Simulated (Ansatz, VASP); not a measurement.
One calculation of Zn, two programs

File POSCAR:

```
Zn
1.0
    2.6187264646      0.0000000000      0.0000000000
   -1.3093632323      2.2678836439      0.0000000000
    0.0000000000      0.0000000000      4.8388970683
Zn
2
Direct
    0.3333333333      0.6666666667      0.2500000000
    0.6666666667      0.3333333333      0.7500000000
```

Contents of INCAR.step1:

```
ALGO = Normal
EDIFF = 1E-4
ENCUT = 520
GGA = PE
ISMEAR = 1
LASPH = True
LCHARG = False
LREAL = False
LWAVE = True
NBANDS = 19
NELM = 60
PREC = Accurate
SIGMA = 0.03
```

File INCAR.step2:

```
ALGO = Normal
EDIFF = 1E-7
ENCUT = 520
ISIF = 2
ISMEAR = 1
ISTART = 1
LASPH = True
LCHARG = True
LELF = True
LMIXTAU = True
LREAL = False
LVHAR = True
LWAVE = False
METAGGA = R2SCAN
NBANDS = 19
NELM = 60
PREC = Accurate
SIGMA = 0.03
```

The input KPOINTS:

```
k-points
0
Gamma
  14 14 7
```

Input for Ansatz:

```yaml
crystal:
  lattice:
    - [2.6187264646, 0.0, 0.0]
    - [-1.3093632323, 2.2678836439, 0.0]
    - [0.0, 0.0, 4.8388970683]
  atoms:
    - { symbol: Zn, position: [0.3333333333, 0.6666666667, 0.25] }
    - { symbol: Zn, position: [0.6666666667, 0.3333333333, 0.75] }
hamiltonian:
  xc: r2scan
  pseudopotentials:
    kind: paw
    azcp:
      Zn: "pseudopotentials/Zn.paw.azcp"
basis:
  ecutwfc: 500
  fft_grid_basis: typed
kpoints:
  mp_grid: { grid: [14, 14, 7], shift: [0, 0, 0] }
magnetization:
  spin_polarized: false
scf:
  occupations: { method: methfessel_paxton, width: 0.03 }
  lower_state_search: "off"
output:
  stress: true
  write_density: true
  write_potential: true
  elf: true
  volumetric_format: npy
```

Alike in both runs: task single point; functional r2SCAN; k mesh 14 × 14 × 7; occupations methfessel-paxton of order 1, width 0.03 eV; no spin polarisation.

|  | VASP | Ansatz |
| --- | --- | --- |
| version | VASP 6.6.1 | Ansatz 0.2.0 |
| potentials or method | VASP PAW PBE potentials, release 64 (Zn), cutoff 520 eV | plane waves (500 eV) with PAW, scalar-relativistic |
| valence electrons in the cell | 24 | 24 |

```csv
,VASP,Ansatz,Ansatz less VASP
pressure (GPa),0.5,0.0,-0.50
"traceless stress, the component that is largest in VASP (GPa)",-1.84,-1.74,+0.101
```

VASP's potentials were made for PBE, not for r2SCAN. The functional is the same, so the differences come from potentials, cutoffs and numerics.
